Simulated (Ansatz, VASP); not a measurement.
# Two plane-wave programs on BN

```
B N
1.0
     0.01808    1.81654    1.81654
     1.81654    0.01808    1.81654
     1.81654    1.81654    0.01808
B N
1 1
Direct
  0.00000 0.00000 0.00000
  0.75000 0.75000 0.75000
```

Change from the starting cell: equal xy, yz and zx shear strains of +1 %, PAW files.

Alike in both runs: task electric field gradients; functional PBE; k mesh 13 × 13 × 13; occupations fermi-dirac, width 0.03 eV; no spin polarisation.

|  | VASP | Ansatz |
| --- | --- | --- |
| version | VASP 6.6.1 | Ansatz 0.2.0 |
| potentials or method | VASP PAW PBE potentials, release 64 (B, N) | PAW with Ansatz's default frozen-core files, scalar-relativistic |
| plane-wave cutoff (eV) | 520 | 420 |
| valence electrons in the cell | 8 | 8 |

Ansatz gave:

```
gap on the k mesh at the Fermi level (eV)                     : 4.52
pressure (GPa)                                                : 3.2
traceless stress, the component that is largest in VASP (GPa) : -4.47
rms of the force components (eV/Å)                            : 0.011
size of Vzz on the site where it differs most (V/Å²)          : 1.1
```

**Question.** Which values does VASP return?

**Answer.** gap on the k mesh at the Fermi level (eV): 4.51; pressure (GPa): 3.4; traceless stress, the component that is largest in VASP (GPa): -4.51; rms of the force components (eV/Å): 0.013; size of Vzz on the site where it differs most (V/Å²): 1.3.

Atom by atom the forces differ by 0.002 eV/Å (rms over components).
